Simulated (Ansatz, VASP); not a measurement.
## Two plane-wave programs on In4Ru

```
In Ru
1.0
     5.18753    0.00000    0.00000
     0.00000    5.18753    0.00000
     0.00000    0.00000    5.18753
In Ru
4 1
Cartesian
  1.4826 1.4826 1.4826
  3.7049 3.7049 1.4826
  1.4826 3.7049 3.7049
  3.7049 1.4826 3.7049
  0.0000 0.0000 0.0000
```

Change from the starting cell: species swapped into the SnI4 type (P-43m, No. 215).

Alike in both runs: functional PBE; k mesh 4 × 4 × 4; occupations gaussian, width 0.1 eV; no spin polarisation.

Ansatz relaxed the structure, and its values are those at the end. VASP's run is a single point on that final structure, the one shown.

|  | VASP | Ansatz |
| --- | --- | --- |
| version | VASP 6.6.1 | Ansatz 0.2.0 |
| potentials or method | VASP PAW PBE potentials, release 64 (In_d, Ru_pv), cutoff 520 eV | scalar-relativistic, plane waves, PAW |
| valence electrons in the cell | 66 | 68 |

```csv
,VASP,Ansatz,Ansatz less VASP
gap on the k mesh at the Fermi level (eV),none,none,-
pressure (GPa),0.0,0.0,-0.01
rms of the force components (eV/Å),0.004,0.000,-0.0033
```

A gap of «none» marks a metal or a gap that the smearing closes. The functional is the same, so the differences come from potentials, cutoffs and numerics. VASP's potentials hold 66 valence electrons a cell and Ansatz's 68, so a difference there can come from the potentials and not from the codes.
